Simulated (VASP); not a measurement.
# SiHgRh (P-6m2) in VASP: notebook

SiHgRh is run at these levels: PBE; tasks: single point, relaxation of cell and atoms.

Everything below comes from runs of VASP 6.6.1. Logs are shortened: lines on timing, memory, paths and dates and some standing lists are left out, and cuts for length are marked.

## 1. The cell of the first run

The structure is hexagonal, space group P-6m2 (No. 187). Conventional cell: a = 4.086 Å, b = 4.086 Å, c = 3.571 Å, α = 90.00°, β = 90.00°, γ = 120.00°. Si (site symmetry -6m2) has 3 Rh at 2.36 Å and 6 Hg at 2.96 Å within 3.1 Å. Hg (site symmetry -6m2) has 6 Rh at 2.96 Å and 6 Si at 2.96 Å and 2 Hg at 3.57 Å within 3.9 Å. Rh (site symmetry -6m2) has 3 Si at 2.36 Å and 6 Hg at 2.96 Å within 3.1 Å.

The cell was generated, and may not be a known phase.

## 2. Single point, PBE

INCAR reads:

```
SYSTEM = SiHgRh
ALGO = Fast
EDIFF = 1E-6
ENCUT = 520
GGA = PE
ISIF = 2
ISMEAR = 0
LASPH = .True.
LCHARG = .False.
LREAL = .False.
LWAVE = .False.
NBANDS = 22
NELM = 60
PREC = Accurate
SIGMA = 0.1
```

KPOINTS reads:

```
k-points
0
Gamma
  12 12 14
  0 0 0
```

POSCAR reads:

```
SiHgRh
1.0
    4.0858429532      0.0000000000      0.0000000000
   -2.0429214766      3.5384437934      0.0000000000
    0.0000000000      0.0000000000      3.5712145216
Si Hg Rh
1 1 1
Direct
    0.3333333333      0.6666666667      0.5000000000
    0.6666666667      0.3333333333      0.0000000000
    0.0000000000      0.0000000000      0.5000000000
```

Potentials or basis: VASP PAW PBE potentials, release 64 (Si, Hg, Rh_pv).

Run with:

```sh
cat potpaw_PBE.64/Si/POTCAR potpaw_PBE.64/Hg/POTCAR potpaw_PBE.64/Rh_pv/POTCAR > POTCAR
mpirun -np 1 vasp_std > vasp.out
```

OUTCAR:

```text
SYSTEM = SiHgRh
   EDIFF = 1E-6
   ENCUT = 520
   GGA = PE
   ISIF = 2
   ISMEAR = 0
   LASPH = .True.
   LREAL = .False.
   NELM = 60
   PREC = Accurate

 ion  position               nearest neighbor table
   1  0.333  0.667  0.500-   3 2.36   3 2.36   3 2.36   2 2.96   2 2.96   2 2.96   2 2.96   2 2.96
                             2 2.96
   2  0.667  0.333  0.000-   1 2.96   1 2.96   3 2.96   3 2.96   1 2.96   1 2.96   3 2.96   3 2.96
                             3 2.96   3 2.96   1 2.96   1 2.96
   3  0.000  0.000  0.500-   1 2.36   1 2.36   1 2.36   2 2.96   2 2.96   2 2.96   2 2.96   2 2.96
                             2 2.96

  LATTYP: Found a hexagonal cell.
 ALAT       =     4.0858429532
 C/A-ratio  =     0.8740459588

  Lattice vectors:

 A1 = (   4.0858429532,   0.0000000000,   0.0000000000)
 A2 = (  -2.0429214766,   3.5384437934,   0.0000000000)
 A3 = (   0.0000000000,   0.0000000000,   3.5712145216)

Analysis of symmetry for initial positions (statically):
=====================================================================
 Subroutine PRICEL returns:
 Original cell was already a primitive cell.

 Routine SETGRP: Setting up the symmetry group for a
 hexagonal supercell.

 Subroutine GETGRP returns: Found 12 space group operations
 (whereof 12 operations were pure point group operations)
 out of a pool of 24 trial point group operations.

The static configuration has the point symmetry D_3h.

Analysis of symmetry for dynamics (positions and initial velocities):
=====================================================================
 Subroutine PRICEL returns:
 Original cell was already a primitive cell.

 Routine SETGRP: Setting up the symmetry group for a
 hexagonal supercell.

 Subroutine GETGRP returns: Found 12 space group operations
 (whereof 12 operations were pure point group operations)
 out of a pool of 24 trial point group operations.

The dynamic configuration has the point symmetry D_3h.

 Subroutine INISYM returns: Found 12 space group operations
 (whereof 12 operations are pure point group operations),
 and found     1 'primitive' translations

----------------------------------------------------------------------------------------

                                     Primitive cell

  volume of cell :      51.6309

  direct lattice vectors                    reciprocal lattice vectors
     4.085842953  0.000000000  0.000000000     0.244747537  0.141305056  0.000000000
    -2.042921477  3.538443793  0.000000000     0.000000000  0.282610113  0.000000000
     0.000000000  0.000000000  3.571214522     0.000000000  0.000000000  0.280016783

  length of vectors
     4.085842953  4.085842953  3.571214522     0.282610113  0.282610113  0.280016783

  position of ions in fractional coordinates (direct lattice)
     0.333333333  0.666666667  0.500000000
     0.666666667  0.333333333  0.000000000
     0.000000000  0.000000000  0.500000000

  ion indices of the primitive-cell ions
   primitive index   ion index
                 1           1
                 2           2
                 3           3

----------------------------------------------------------------------------------------

 KPOINTS: k-points

Automatic generation of k-mesh.
 Grid dimensions read from file:
 generate k-points for:   12   12   14

 Generating k-lattice:

  Cartesian coordinates                     Fractional coordinates (reciprocal lattice)
     0.020395628  0.011775421  0.000000000     0.083333333  0.000000000  0.000000000
     0.000000000  0.023550843  0.000000000     0.000000000  0.083333333  0.000000000
     0.000000000  0.000000000  0.020001199     0.000000000  0.000000000  0.071428571

  Length of vectors
     0.023550843  0.023550843  0.020001199

  Shift w.r.t. Gamma in fractional coordinates (k-lattice)
     0.000000000  0.000000000  0.000000000

 Subroutine IBZKPT returns following result:
 ===========================================

 Found    152 irreducible k-points:

 Following reciprocal coordinates:
            Coordinates               Weight
  0.000000  0.000000  0.000000      1.000000
  0.083333  0.000000  0.000000      6.000000
  0.166667  0.000000  0.000000      6.000000
  0.250000  0.000000  0.000000      6.000000
  0.333333  0.000000  0.000000      6.000000
  0.416667  0.000000  0.000000      6.000000
[... 16 lines left out ...]
  0.250000  0.000000  0.071429     12.000000
  0.333333  0.000000  0.071429     12.000000
 [... further k-points ...]
   k-points           NKPTS =    152   k-points in BZ     NKDIM =    152   number of bands    NBANDS=     22
   number of dos      NEDOS =    301   number of ions     NIONS =      3
   total plane-waves  NPLWV =  25200
   dimension x,y,z NGX =    30 NGY =   30 NGZ =   28
   dimension x,y,z NGXF=    60 NGYF=   60 NGZF=   56
   ions per type =               1   1   1
   NGX,Y,Z   is equivalent  to a cutoff of  12.21, 12.21, 13.03 a.u.
   NGXF,Y,Z  is equivalent  to a cutoff of  24.41, 24.41, 26.07 a.u.
 SYSTEM =  SiHgRh
   PREC   = accura    normal or accurate (medium, high low for compatibility)
   ISTART =      0    job   : 0-new  1-cont  2-samecut
   ICHARG =      2    charge: 1-file 2-atom 10-const
   ISPIN  =      1    spin polarized calculation?
   LNONCOLLINEAR =      F non collinear calculations
   LSORBIT =      F    spin-orbit coupling
   LASPH  =      T    aspherical Exc in radial PAW
   ENCUT  =  520.0 eV  38.22 Ry    6.18 a.u.   7.60  7.60  6.64*2*pi/ulx,y,z
   NELM   =     60;   NELMIN=  2; NELMDL= -5     # of ELM steps
   EDIFF  = 0.1E-05   stopping-criterion for ELM
   LREAL  =      F    real-space projection
   EDIFFG = 0.1E-04   stopping-criterion for IOM
   NSW    =      0    number of steps for IOM
   IBRION =     -1    ionic relax: 0-MD 1-quasi-New 2-CG
   NFREE  =      0    steps in history (QN), initial steepest desc. (CG)
   ISIF   =      2    stress and relaxation
   ISYM   =      2    0-nonsym 1-usesym 2-fastsym
   POTIM  = 0.5000    time-step for ionic-motion
   TEBEG  =    0.0;   TEEND  =   0.0 temperature during run
   PSTRESS=    0.0 pullay stress
   NELECT =      31.0000    total number of electrons
   NUPDOWN=      -1.0000    fix difference up-down
   EMIN   =  10.00;   EMAX   =-10.00  energy-range for DOS
   EFERMI =   0.00;   METHOD = LEGACY
   ISMEAR =     0;   SIGMA  =   0.10  broadening in eV -4-tet -1-fermi 0-gaus
   EFERMI_NEDOS =   21; number of points for ismear=-14 and -15
   IALGO  =     68    algorithm
   IMIX   =      4    mixing-type and parameters
     AMIX     =   0.40;   BMIX     =  1.00
     AMIX_MAG =   1.60;   BMIX_MAG =  1.00
  volume/ion in A,a.u.               =      17.21       116.14
  Fermi-wavevector in a.u.,A,eV,Ry     =   1.381101  2.609902 25.952295  1.907440
  Thomas-Fermi vector in A             =   2.505917
   LORBIT       =      0    0 simple, 1 ext, 2 COOP (PROOUT), +10 PAW based schemes
   GGA     = PE    functional components
   LHFCALC =     F    Hartree Fock is set to
   AEXX    =    0.0000 exact exchange contribution
   IVDW    =     0    specifies the selected vdW correction
   LEPSILON=     F    determine dielectric tensor
   LRPA    =     F    only Hartree local field effects (RPA)
 non-spin polarized calculation
 RMM-DIIS sequential band-by-band and
 Gauss-broadening in eV      SIGMA  =   0.10
  energy-cutoff  :      520.00
  volume of cell :       51.63
 maximum number of plane-waves:      1442
   NGX = 15   NGY = 15   NGZ = 13

 number of electron      30.9999995 magnetization

 Free energy of the ion-electron system (eV)
  ---------------------------------------------------
  ext. energy  EPLUGINS =         0.00000000
  ---------------------------------------------------
  free energy    TOTEN  =       -13.05484119 eV

  energy without entropy =      -13.04810413  energy(sigma->0) =      -13.05147266

 E-fermi :   7.5660     XC(G=0): -11.8295

 val. band max:        7.5157830801   @ k =   0.0833   0.0000   0.0714
 cond. band min:       7.5771115754   @ k =   0.1667   0.1667   0.2857
 fundamental gap:      0.0613284953
 Fermi energy:         7.5660051404

 k-point     1 :       0.0000    0.0000    0.0000
  band No.  band energies     occupation
      1     -39.1235      2.00000
      2     -39.1235      2.00000
      3     -38.8752      2.00000
      4      -3.8394      2.00000
      5      -0.5242      2.00000
      6      -0.2194      2.00000
[... 14 lines left out ...]
     21      12.8391      0.00000
     22      16.8788      0.00000

 k-point     2 :       0.0833    0.0000    0.0000
  band No.  band energies     occupation
      1     -39.1239      2.00000
      2     -39.1236      2.00000
      3     -38.8752      2.00000
      4      -3.7527      2.00000
      5      -0.5178      2.00000
      6      -0.2436      2.00000
[... 14 lines left out ...]
     21      13.2726      0.00000
     22      17.2510      0.00000

 k-point     3 :       0.1667    0.0000    0.0000
  band No.  band energies     occupation
      1     -39.1250      2.00000
      2     -39.1238      2.00000
      3     -38.8752      2.00000
      4      -3.4996      2.00000
      5      -0.5278      2.00000
      6      -0.2799      2.00000
[... 14 lines left out ...]
     21      14.0481      0.00000
     22      16.2776      0.00000
[... 476 lines left out ...]
 k-point    23 :       0.2500    0.0000    0.0714
  band No.  band energies     occupation
      1     -39.1263      2.00000
      2     -39.1241      2.00000
      3     -38.8759      2.00000
      4      -3.0543      2.00000
      5      -0.5857      2.00000
      6      -0.2425      2.00000
[... 14 lines left out ...]
     21      15.1407      0.00000
     22      15.1504      0.00000

 k-point    24 :       0.3333    0.0000    0.0714
  band No.  band energies     occupation
      1     -39.1278      2.00000
      2     -39.1244      2.00000
      3     -38.8758      2.00000
      4      -2.5838      2.00000
      5      -0.6896      2.00000
      6      -0.2132      2.00000
[... 14 lines left out ...]
     21      15.3902      0.00000
     22      16.0914      0.00000

 [... further k-points ...]

------------------------ aborting loop because EDIFF is reached ----------------------------------------

  FORCE on cell =-STRESS in cart. coord.  units (eV):
  Direction    XX          YY          ZZ          XY          YZ          ZX
  --------------------------------------------------------------------------------------
  -------------------------------------------------------------------------------------
  Total        0.1470936      0.1470936      0.1420061      0.0000000      0.0000000      0.0000000
  in kB        4.5645143      4.5645143      4.4066417      0.0000000      0.0000000      0.0000000
  external PRESSURE =       4.5118901 kB  Pullay stress =       0.0000000 kB

 VOLUME and BASIS-vectors are now :
 -----------------------------------------------------------------------------
  energy-cutoff  :      520.00
  volume of cell :       51.63
      direct lattice vectors                 reciprocal lattice vectors
     4.085842953  0.000000000  0.000000000     0.244747537  0.141305056  0.000000000
    -2.042921477  3.538443793  0.000000000     0.000000000  0.282610113  0.000000000
     0.000000000  0.000000000  3.571214522     0.000000000  0.000000000  0.280016783

 POSITION                                       TOTAL-FORCE (eV/Angst)
 -----------------------------------------------------------------------------------
     -0.00000      2.35896      1.78561         0.000000     -0.000000      0.000000
      2.04292      1.17948      0.00000        -0.000000     -0.000000      0.000000
      0.00000      0.00000      1.78561        -0.000000      0.000000      0.000000
 -----------------------------------------------------------------------------------
    total drift:                               -0.000001      0.000001      0.000000

  FREE ENERGIE OF THE ION-ELECTRON SYSTEM (eV)
  ---------------------------------------------------
  free  energy   TOTEN  =       -13.0548411862 eV

  energy  without entropy=      -13.0481041292  energy(sigma->0) =      -13.05147266
```

Wall time 2.5 min (1 thread of Intel Xeon Platinum 8259CL at 2.50GHz (Skylake/Cascade Lake), shared host); peak memory 0.31 GiB.

What came out:

```
Free energy            : -13.0548 eV
Pressure               : 0.5 GPa
Band gap on the k mesh : zero (an odd number of electrons rules out a gap without spin polarisation)
```

Caveat: spin-orbit coupling is left out, which moves the levels of the heavy elements.

## 3. Relaxation of cell and atoms, PBE

This run uses another cell than the first one, of 17.27 Å³/atom.

INCAR reads:

```
SYSTEM = SiHgRh
PREC = Accurate
ENCUT = 600
EDIFF = 1E-6
ISMEAR = 0
SIGMA = 0.1
LREAL = .False.
LASPH = .True.
NELM = 60
ALGO = Fast
ISIF = 3
LWAVE = .False.
LCHARG = .False.
GGA = PE
IBRION = 2
NSW = 100
EDIFFG = -0.01
```

KPOINTS reads:

```
Automatic mesh
0
Gamma
  12 12 14
  0 0 0
```

POSCAR reads:

```
SiHgRh
1.0
    4.0771152007      0.0000000000      0.0000000000
   -2.0385576004      3.5308853380      0.0000000000
    0.0000000000      0.0000000000      3.5992621582
Si Hg Rh
1 1 1
Direct
    0.3333333333      0.6666666667      0.5000000000
    0.6666666667      0.3333333333      0.0000000000
    0.0000000000      0.0000000000      0.5000000000
```

Potentials or basis: VASP PAW PBE potentials, release 64 (Si, Hg, Rh_pv).

Run with:

```sh
cat potpaw_PBE.64/Si/POTCAR potpaw_PBE.64/Hg/POTCAR potpaw_PBE.64/Rh_pv/POTCAR > POTCAR
mpirun -np 1 vasp_std > vasp.out
```

It took 8.6 min on 1 thread of Intel Xeon Platinum 8259CL at 2.50GHz (Skylake/Cascade Lake), shared host; peak memory 0.36 GiB.

The run converged. Its results:

| Quantity | Value |
| --- | --- |
| Free energy | -13.0553 eV |
| Relaxed volume | 17.31 Å³/atom |
| Relaxed cell | a = 4.086 Å, b = 4.086 Å, c = 3.591 Å, α = 90.00°, β = 90.00°, γ = 120.00° |
| Space group after relaxing (to 0.1 Å) | P-6m2 (No. 187) |
| Energy gained by relaxing | 0.1 meV/atom |
| Ionic steps | 6 |
| Pressure after relaxing | 0.0 GPa |
| Band gap on the k mesh | zero (an odd number of electrons rules out a gap without spin polarisation) |

The path:
| step | energy change (eV) | largest force (eV/Å) | pressure (GPa) | volume (Å³) |
| --- | --- | --- | --- | --- |
| 1 | 0.0000 | 0.0000 | 0.42 | 51.81 |
| 2 | 0.0000 | 0.0000 | -0.52 | 52.16 |
| 3 | -0.0003 | 0.0000 | -0.04 | 51.98 |
| 4 | -0.0003 | 0.0000 | -0.06 | 51.99 |
| 5 | -0.0003 | 0.0000 | -0.02 | 51.96 |
| 6 | -0.0004 | 0.0000 | 0.02 | 51.92 |

Final structure:
```cif
data_structure
_symmetry_space_group_name_H-M 'P 1'
_symmetry_Int_Tables_number 1
_cell_length_a 4.0859
_cell_length_b 4.0859
_cell_length_c 3.5907
_cell_angle_alpha 90.000
_cell_angle_beta 90.000
_cell_angle_gamma 120.000
_cell_volume 51.92
loop_
_atom_site_label
_atom_site_type_symbol
_atom_site_fract_x
_atom_site_fract_y
_atom_site_fract_z
_atom_site_occupancy
Si1 Si 0.33333 0.66667 0.50000 1
Hg1 Hg 0.66667 0.33333 0.00000 1
Rh1 Rh 0.00000 0.00000 0.50000 1
```

Levels at points of the mesh, in eV from the Fermi level:
| k point | band 11 | band 12 | band 13 | band 14 | band 15 | band 16 | band 17 | band 18 | band 19 |
| --- | --- | --- | --- | --- | --- | --- | --- | --- | --- |
| (0.00, 0.00, 0.00) | -4.62 | -3.57 | -2.06 | -2.06 | 0.02 | 1.00 | 3.50 | 3.50 | 4.33 |
| (0.50, 0.00, 0.00) | -3.34 | -3.06 | -2.83 | -2.79 | -1.91 | -1.43 | 2.38 | 3.27 | 5.69 |
| (0.00, 0.00, 0.50) | -3.75 | -3.75 | -2.29 | -2.29 | -1.10 | 3.50 | 3.86 | 3.86 | 3.86 |
| (0.50, 0.00, 0.50) | -4.79 | -3.26 | -3.16 | -3.09 | -2.52 | -0.08 | 0.41 | 1.58 | 4.44 |

Caveat: spin-orbit coupling is left out, which moves the levels of the heavy elements.

The gap in the log of VASP goes by the Fermi energy; the results here count the filled bands.